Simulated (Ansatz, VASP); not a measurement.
# Au: VASP beside Ansatz

The input INCAR:

```
SYSTEM = Au
  PREC = Accurate
  ENCUT = 600
  EDIFF = 1E-6
  ISMEAR = 0
  SIGMA = 0.15
  LREAL = .False.
  LASPH = .True.
  NELM = 100
  ALGO = Normal
  ISIF = 3
  LWAVE = .False.
  LCHARG = .False.
  GGA = PE
  IBRION = 2
  NSW = 100
  EDIFFG = -0.01
```

File KPOINTS:

```
Automatic mesh
0
Gamma
  12 12 8
  0 0 0
```

POSCAR

```
Au
1.0
    2.9169619270      0.0000000000      0.0000000000
   -1.4584809635      2.5261631306      0.0000000000
    0.0000000000      0.0000000000      4.8900308735
Au
2
Direct
    0.3724136806      0.7052003255      0.7625761657
    0.6275863194      0.2947996745      0.2374238343
```

Input for Ansatz:

```yaml
crystal:
  lattice:
    - [2.916961927, 0.0, 0.0]
    - [-1.4584809635, 2.5261631306, 0.0]
    - [0.0, 0.0, 4.8900308735]
  atoms:
    - { symbol: Au, position: [0.3724136806, 0.7052003255, 0.7625761657] }
    - { symbol: Au, position: [0.6275863194, 0.2947996745, 0.2374238343] }
basis:
  ecutwfc: 420
kpoints:
  mp_grid: { grid: [12, 12, 8] }
hamiltonian:
  xc: pbe
scf:
  occupations: { method: gaussian, width: 0.15 }
output:
  forces: true
  stress: true
  eigenvalues: true
relax:
  adjacent_minimum: "off"
  f_tol: 0.01
  max_steps: 80
  cell: { stress_tol: 0.1 }
```

Change from the starting cell: all atoms moved at random, sigma 0.1 Å a component; relaxed back.

Alike in both runs: task relaxation of cell and atoms; functional PBE; k mesh 12 × 12 × 8; occupations gaussian, width 0.15 eV; no spin polarisation.

|  | VASP | Ansatz |
| --- | --- | --- |
| version | VASP 6.6.1 | Ansatz 0.2.0 |
| potentials or method | VASP PAW PBE potentials, release 64 (Au), cutoff 600 eV | scalar-relativistic, plane waves, PAW |
| valence electrons in the cell | 22 | 38 |

```csv
,VASP,Ansatz,Ansatz less VASP
"gap on the k mesh at the Fermi level, each at its own relaxed structure (eV)",none,none,-
relaxed volume (Å³/atom),18.01,18.03,+0.021
relaxed cell length with the largest relative difference (Å),2.854,2.970,+0.1160
```

A gap of «none» marks a metal or a gap that the smearing closes. VASP's potentials hold 22 valence electrons a cell and Ansatz's 38, so a difference there can come from the potentials and not from the codes.

Neither program's run includes spin-orbit coupling.
